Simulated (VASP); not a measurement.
Write the native input for VASP 6.6.1 that does the following.

```
Task                   : single point
Functional             : LDA
Potentials or basis    : VASP PAW LDA potentials, release 64 (Sn_d, O)
Cutoff                 : 520 eV
k mesh                 : 9 × 9 × 9
Occupations            : fermi-dirac, width 0.05 eV
Spin                   : no spin polarisation
Dipole correction      : no
Further INCAR settings : ALGO = Normal; EDIFF = 1e-06; NBANDS = 35
```

The structure of SnO2 lies in POSCAR:

```
SnO2
1.0
   -2.0000686112      2.0000686112      5.1236788559
    2.0000686112     -2.0000686112      5.1236788559
    2.0000686112      2.0000686112     -5.1236788559
Sn O
2 4
Direct
    0.0000000000      0.0000000000      0.0000000000
    0.7500000000      0.2500000000      0.5000000000
    0.5465225900      0.0465225900      0.5000000000
    0.2034774100      0.2034774100      0.0000000000
    0.9534774100      0.4534774100      0.5000000000
    0.7965225900      0.7965225900      0.0000000000
```

These files were run (other wordings do the same):

INCAR

```
PREC     = Accurate       # precision mode
ENCUT    = 520            # plane-wave cutoff, eV
EDIFF    = 1E-6           # SCF threshold, eV
ISMEAR   = -1             # smearing method
SIGMA    = 0.05           # smearing width, eV
LREAL    = False          # projectors in reciprocal space
LASPH    = True           # aspherical terms in the spheres
NELM     = 60             # most SCF steps
ALGO     = Normal         # electronic algorithm
ISIF     = 2              # what is computed and relaxed
LWAVE    = False          # write WAVECAR
LCHARG   = False          # write CHGCAR
GGA      = CA             # functional
NBANDS   = 35             # bands
```

KPOINTS

```
Automatic mesh
0
Gamma
  9 9 9
```

Potentials or basis: VASP PAW LDA potentials, release 64 (Sn_d, O).

Launch:

```sh
$ cat potpaw_LDA.64/Sn_d/POTCAR potpaw_LDA.64/O/POTCAR > POTCAR
$ mpirun -np 1 vasp_std > vasp.out
```

It gave:

```json
{"Pressure": "-3.0 GPa", "Largest force": "0.158 eV/Å", "Band gap on the k mesh": "1.52 eV (least direct gap 1.91 eV)"}
```

Caveat: the cell stands under tension; spin-orbit coupling is left out, which moves the levels of the heavy elements; an odd mesh through Γ misses points on the zone boundary, where band edges can lie.

Run time: 5.1 min on 1 thread of Intel(R) Xeon(R) Platinum 8488C (Sapphire Rapids), on a shared host, peak memory 0.36 GiB.
